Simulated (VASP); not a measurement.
# TiAl3 (Pmm2) in VASP: a series of runs, part 2 of 2

VASP 6.6.1. Earlier steps stand in the parts before.

## (5) Single point, LDA (16.94 Å³/atom)

This run uses another cell than the first one, of 16.94 Å³/atom.

INCAR reads:

```
PREC     = Accurate       # precision mode
ENCUT    = 520            # plane-wave cutoff, eV
EDIFF    = 1E-7           # SCF threshold, eV
ISMEAR   = -1             # smearing method
SIGMA    = 0.05           # smearing width, eV
LREAL    = False          # projectors in reciprocal space
LASPH    = True           # aspherical terms in the spheres
NELM     = 60             # most SCF steps
ALGO     = Normal         # electronic algorithm
ISIF     = 2              # what is computed and relaxed
LWAVE    = False          # write WAVECAR
LCHARG   = False          # write CHGCAR
GGA      = CA             # functional
NBANDS   = 18             # bands
```

KPOINTS reads:

```
regular mesh
0
Gamma
  9 6 6
```

POSCAR reads:

```
TiAl3
1.0
    2.8770454564      0.0000000000      0.0000000000
    0.0000000000      4.7428666434      0.0000000000
    0.0000000000      0.0000000000      4.9652328430
Ti Al
1 3
Direct
    0.0000000000      0.5000000000      0.1659160000
    0.0000000000      0.0000000000      0.8359000000
    0.5000000000      0.0000000000      0.3309120000
    0.5000000000      0.5000000000      0.6672710000
```

Potentials or basis: VASP PAW LDA potentials, release 64 (Ti_sv, Al).

Started as:

```sh
$ cat potpaw_LDA.64/Ti_sv/POTCAR potpaw_LDA.64/Al/POTCAR > POTCAR
$ mpirun -np 1 vasp_std > vasp.out
```

OUTCAR:

```text
PREC = Accurate
   ENCUT = 520
   EDIFF = 1E-7
   ISMEAR = -1
   LREAL = False
   LASPH = True
   NELM = 60
   ISIF = 2
   GGA = CA

 ion  position               nearest neighbor table
   1  0.000  0.500  0.166-   4 2.86   4 2.86   4 2.88   4 2.88   2 2.88   2 2.88   3 2.89   3 2.89
                             3 2.89   3 2.89
   2  0.000  0.000  0.836-   3 2.85   3 2.85   1 2.88   1 2.88   3 2.89   3 2.89   4 2.90   4 2.90
                             4 2.90   4 2.90
   3  0.500  0.000  0.331-   2 2.85   2 2.85   2 2.89   2 2.89   1 2.89   1 2.89   1 2.89   1 2.89
                             4 2.90   4 2.90
   4  0.500  0.500  0.667-   1 2.86   1 2.86   1 2.88   1 2.88   2 2.90   2 2.90   2 2.90   2 2.90
                             3 2.90   3 2.90

  LATTYP: Found a simple orthorhombic cell.
 ALAT       =     2.8770454564
 B/A-ratio  =     1.6485198845
 C/A-ratio  =     1.7258096607

  Lattice vectors:

 A1 = (   2.8770454564,   0.0000000000,   0.0000000000)
 A2 = (   0.0000000000,   4.7428666434,   0.0000000000)
 A3 = (   0.0000000000,   0.0000000000,   4.9652328430)

Analysis of symmetry for initial positions (statically):
=====================================================================
 Subroutine PRICEL returns:
 Original cell was already a primitive cell.

 Routine SETGRP: Setting up the symmetry group for a
 simple orthorhombic supercell.

 Subroutine GETGRP returns: Found  4 space group operations
 (whereof  4 operations were pure point group operations)
 out of a pool of  8 trial point group operations.

The static configuration has the point symmetry C_2v.

Analysis of symmetry for dynamics (positions and initial velocities):
=====================================================================
 Subroutine PRICEL returns:
 Original cell was already a primitive cell.

 Routine SETGRP: Setting up the symmetry group for a
 simple orthorhombic supercell.

[... 120 lines left out ...]
   NUPDOWN=      -1.0000    fix difference up-down
   EMIN   =  10.00;   EMAX   =-10.00  energy-range for DOS
   EFERMI =   0.00;   METHOD = LEGACY
   ISMEAR =    -1;   SIGMA  =   0.05  broadening in eV -4-tet -1-fermi 0-gaus
   EFERMI_NEDOS =   21; number of points for ismear=-14 and -15
   IALGO  =     38    algorithm
   IMIX   =      4    mixing-type and parameters
     AMIX     =   0.40;   BMIX     =  1.00
     AMIX_MAG =   1.60;   BMIX_MAG =  1.00
  volume/ion in A,a.u.               =      16.94       114.30
  Fermi-wavevector in a.u.,A,eV,Ry     =   1.107913  2.093651 16.700748  1.227470
  Thomas-Fermi vector in A             =   2.244433
   LORBIT       =      0    0 simple, 1 ext, 2 COOP (PROOUT), +10 PAW based schemes
   GGA     = CA    functional components
   LHFCALC =     F    Hartree Fock is set to
   AEXX    =    0.0000 exact exchange contribution
   IVDW    =     0    specifies the selected vdW correction
   LEPSILON=     F    determine dielectric tensor
   LRPA    =     F    only Hartree local field effects (RPA)
 non-spin polarized calculation
  energy-cutoff  :      520.00
  volume of cell :       67.75
 maximum number of plane-waves:      1846
 NGX is ok and might be reduce to    24
   NGX = 11   NGY = 17   NGZ = 19

 number of electron      21.0000000 magnetization

 Free energy of the ion-electron system (eV)
  ---------------------------------------------------
  ext. energy  EPLUGINS =         0.00000000
  ---------------------------------------------------
  free energy    TOTEN  =       -21.97553396 eV

  energy without entropy =      -21.95267867  energy(sigma->0) =      -21.96410631

 E-fermi :   7.4352     XC(G=0): -10.6622

 val. band max:        7.4132084614   @ k =   0.0000   0.5000   0.5000
 cond. band min:       7.4385204386   @ k =   0.2222   0.5000   0.3333
 fundamental gap:      0.0253119772
 Fermi energy:         7.4352314364

 k-point     1 :       0.0000    0.0000    0.0000
  band No.  band energies     occupation
      1     -48.4624      2.00000
      2     -25.1651      2.00000
      3     -25.1612      2.00000
      4     -24.8261      2.00000
      5      -2.4199      2.00000
      6       2.4837      2.00000
[... 481 lines left out ...]
      5      -0.2899      2.00000
      6       3.3516      2.00000
[... 10 lines left out ...]
     17      11.2711      0.00000
     18      12.1309      0.00000

 [... further k-points ...]
[... 5 lines left out ...]
  --------------------------------------------------------------------------------------
  -------------------------------------------------------------------------------------
  Total       -4.2453905     -2.8875938     -3.1651858      0.0000000      0.0000000      0.0000000
  in kB     -100.3924301    -68.2840741    -74.8484034      0.0000000      0.0000000      0.0000000
  external PRESSURE =     -81.1749692 kB  Pullay stress =       0.0000000 kB

 VOLUME and BASIS-vectors are now :
 -----------------------------------------------------------------------------
  energy-cutoff  :      520.00
  volume of cell :       67.75
      direct lattice vectors                 reciprocal lattice vectors
     2.877045456  0.000000000  0.000000000     0.347578797  0.000000000  0.000000000
     0.000000000  4.742866643  0.000000000     0.000000000  0.210842951  0.000000000
     0.000000000  0.000000000  4.965232843     0.000000000  0.000000000  0.201400424

 POSITION                                       TOTAL-FORCE (eV/Angst)
 -----------------------------------------------------------------------------------
      0.00000      2.37143      0.82381         0.000000      0.000000     -0.069895
      0.00000      0.00000      4.15044         0.000000      0.000000      0.097581
      1.43852      0.00000      1.64306         0.000000      0.000000     -0.041724
      1.43852      2.37143      3.31316         0.000000      0.000000      0.014038
 -----------------------------------------------------------------------------------
    total drift:                                0.000000      0.000000      0.000209

  FREE ENERGIE OF THE ION-ELECTRON SYSTEM (eV)
  ---------------------------------------------------
  free  energy   TOTEN  =       -21.9755339580 eV

  energy  without entropy=      -21.9526786705  energy(sigma->0) =      -21.96410631
```

Wall time 2.3 min (1 thread of Intel Xeon 8259CL, shared host); peak memory 0.22 GiB.

Results:

```yaml
Free_energy: -21.9755 eV
Pressure: -8.1 GPa
Largest_force: 0.098 eV/Å
Band_gap_on_the_k_mesh: zero (an odd number of electrons rules out a gap without spin polarisation)
```

Forces in eV/Å, atoms in the order of the input:
```
Ti   0.000  0.000 -0.070
Al   0.000  0.000  0.098
Al   0.000  0.000 -0.042
Al   0.000  0.000  0.014
```

Caveat: the cell stands under tension.

## (6) Single point, LDA (17.26 Å³/atom)

This run uses another cell than the first one, of 17.26 Å³/atom.

INCAR reads:

```
ALGO = Fast ; EDIFF = 1E-7
ENCUT = 520 ; GGA = CA
ISIF = 2 ; ISMEAR = -1
LASPH = T ; LCHARG = F
LREAL = F ; LWAVE = F
NBANDS = 18 ; NELM = 60
PREC = Accurate ; SIGMA = 0.05
```

KPOINTS reads:

```
k-points
0
Gamma
  9 6 6
```

POSCAR reads:

```
TiAl3
1.0
    2.8953710807      0.0000000000      0.0000000000
    0.0000000000      4.7730767995      0.0000000000
    0.0000000000      0.0000000000      4.9968593826
Ti Al
1 3
Direct
    0.0000000000      0.5000000000      0.1659160000
    0.0000000000      0.0000000000      0.8359000000
    0.5000000000      0.0000000000      0.3309120000
    0.5000000000      0.5000000000      0.6672710000
```

Potentials or basis: VASP PAW LDA potentials, release 64 (Ti_sv, Al).

Started as:

```sh
$ cat potpaw_LDA.64/Ti_sv/POTCAR potpaw_LDA.64/Al/POTCAR > POTCAR
$ mpirun -np 1 vasp_std > vasp.out
```

OUTCAR:

```text
EDIFF = 1E-7
   ENCUT = 520
   GGA = CA
   ISIF = 2
   ISMEAR = -1
   LASPH = T
   LREAL = F
   NELM = 60
   PREC = Accurate

 ion  position               nearest neighbor table
   1  0.000  0.500  0.166-   4 2.88   4 2.88   4 2.89   4 2.89   2 2.90   2 2.90   3 2.91   3 2.91
                             3 2.91   3 2.91
   2  0.000  0.000  0.836-   3 2.87   3 2.87   1 2.90   1 2.90   3 2.91   3 2.91   4 2.92   4 2.92
                             4 2.92   4 2.92
[... 705 lines left out ...]

 [... further k-points ...]
[... 5 lines left out ...]
  --------------------------------------------------------------------------------------
  -------------------------------------------------------------------------------------
  Total       -4.8756426     -3.5142773     -3.8388886      0.0000000      0.0000000      0.0000000
  in kB     -113.1208500    -81.5355155    -89.0668955      0.0000000      0.0000000      0.0000000
  external PRESSURE =     -94.5744203 kB  Pullay stress =       0.0000000 kB

 VOLUME and BASIS-vectors are now :
 -----------------------------------------------------------------------------
  energy-cutoff  :      520.00
  volume of cell :       69.06
      direct lattice vectors                 reciprocal lattice vectors
     2.895371081  0.000000000  0.000000000     0.345378873  0.000000000  0.000000000
     0.000000000  4.773076800  0.000000000     0.000000000  0.209508466  0.000000000
     0.000000000  0.000000000  4.996859383     0.000000000  0.000000000  0.200125704

 POSITION                                       TOTAL-FORCE (eV/Angst)
 -----------------------------------------------------------------------------------
      0.00000      2.38654      0.82906         0.000000      0.000000     -0.076171
      0.00000      0.00000      4.17687         0.000000      0.000000      0.103382
      1.44769      0.00000      1.65352         0.000000      0.000000     -0.049616
      1.44769      2.38654      3.33426         0.000000      0.000000      0.022405
 -----------------------------------------------------------------------------------
    total drift:                               -0.000000      0.000000      0.000252

  FREE ENERGIE OF THE ION-ELECTRON SYSTEM (eV)
  ---------------------------------------------------
  free  energy   TOTEN  =       -21.9041447000 eV

  energy  without entropy=      -21.8809223942  energy(sigma->0) =      -21.89253355
```

It took 5.3 min on 1 thread of Intel Xeon 8259CL, shared host; peak memory 0.23 GiB.

Results:

* Free energy: -21.9041 eV
* Pressure: -9.5 GPa
* Largest force: 0.103 eV/Å
* Band gap on the k mesh: zero (an odd number of electrons rules out a gap without spin polarisation)

Forces on the atoms (eV/Å):
```
Ti   0.000  0.000 -0.076
Al   0.000  0.000  0.103
Al   0.000  0.000 -0.050
Al   0.000  0.000  0.022
```

Caveat: the cell stands under tension.

## (7) Summary

| cell | gap on the mesh (eV) | pressure (GPa) | largest force (eV/Å) |
| --- | --- | --- | --- |
| a = 2.821, b = 4.650, c = 4.868 Å, 4 atoms | none | -3.1 | 0.08 |
| a = 2.840, b = 4.681, c = 4.901 Å, 4 atoms | none | -5.0 | 0.08 |
| a = 2.858, b = 4.712, c = 4.933 Å, 4 atoms | none | -6.6 | 0.09 |
| a = 2.877, b = 4.743, c = 4.965 Å, 4 atoms | none | -8.1 | 0.10 |
| a = 2.895, b = 4.773, c = 4.997 Å, 4 atoms | none | -9.5 | 0.10 |

Alike in all rows: task single point; level LDA; potentials or basis VASP PAW LDA potentials, release 64 (Ti_sv, Al); no spin polarisation; k mesh 9 × 6 × 6; cutoff (eV) 520; smearing fermi-dirac 0.05 eV.

Caveats: the cell stands under tension.

Total energies depend on the potentials used, so only differences within one code and one set of settings carry meaning.
